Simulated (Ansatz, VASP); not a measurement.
SnW3 in VASP and in Ansatz

```
W Sn
1.0
     4.05135    0.00000    0.00000
     0.00000    4.05135    0.04051
     0.00000    0.04051    4.05135
W Sn
3 1
Direct
  0.00000 0.50000 0.50000
  0.50000 0.50000 0.00000
  0.50000 0.00000 0.50000
  0.00000 0.00000 0.00000
```

Change from the starting cell: strain e4 = +0.02, atoms carried along.

Alike in both runs: task single point; functional PBEsol; k mesh 8 × 8 × 8; occupations gaussian, width 0.05 eV; no spin polarisation.

```csv
,VASP,Ansatz
version,VASP 6.6.1,Ansatz 0.2.0
potentials or method,"VASP PAW PBE potentials, release 64 (W_sv, Sn_d), cutoff 520 eV","scalar-relativistic, plane waves, PAW"
valence electrons in the cell,56,56
```

|  | VASP | Ansatz | Ansatz less VASP |
| --- | --- | --- | --- |
| gap on the k mesh at the Fermi level (eV) | none | none | - |
| pressure (GPa) | 0.5 | 0.2 | -0.34 |
| traceless stress, the component that is largest in VASP (GPa) | -1.60 | -1.59 | +0.012 |

VASP's potentials were made for PBE, not for PBEsol. A gap of «none» marks a metal or a gap that the smearing closes.

Neither program's run includes spin-orbit coupling.
